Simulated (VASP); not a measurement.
Wanted: the native input for a VASP 6.6.1 run.

```yaml
Task: electric field gradients
Functional: PBE
Potentials_or_basis: VASP PAW PBE potentials, release 64 (Sn_d, Te)
Cutoff: 520 eV
k_mesh: 9 × 9 × 9
Occupations: fermi-dirac, width 0.05 eV
Spin: no spin polarisation
Dipole_correction: no
Further_INCAR_settings: ALGO = Normal; EDIFF = 1e-08; NBANDS = 17
```

The structure of SnTe (zincblende type) lies in POSCAR:

```
SnTe
1.0
    0.0000000000      3.5337391279      3.5337391279
    3.5337391279      0.0000000000      3.5337391279
    3.5337391279      3.5337391279      0.0000000000
Sn Te
1 1
Direct
    0.0000000000      0.0000000000      0.0000000000
    0.2500000000      0.2500000000      0.2500000000
```

This cell differs from its parent crystal: volume scaled by 0.9405.

These files were run (other wordings do the same):

INCAR

```
SYSTEM = SnTe
ALGO = Normal ; EDIFF = 1E-8
ENCUT = 520 ; GGA = PE
ISIF = 2 ; ISMEAR = -1
LASPH = .True. ; LCHARG = .False.
LEFG = .True. ; LREAL = .False.
LWAVE = .False. ; NBANDS = 17
NELM = 60 ; PREC = Accurate
SIGMA = 0.05
```

KPOINTS

```
k-points
0
Gamma
  9 9 9
  0 0 0
```

Potentials or basis: VASP PAW PBE potentials, release 64 (Sn_d, Te).

Command:

```console
$ cat potpaw_PBE.64/Sn_d/POTCAR potpaw_PBE.64/Te/POTCAR > POTCAR
$ mpirun -np 1 vasp_std > vasp.out
```

Results of the run:

```
Pressure : 1.7 GPa
```

Caveat: without QUAD_EFG the Cq values of the log hold for a quadrupole moment of 1 mb, not for the nuclei.

It took 43 s on 1 thread of AMD EPYC 9R45 96-Core Processor (Zen 5), with other jobs on the host, peak memory 0.22 GiB.
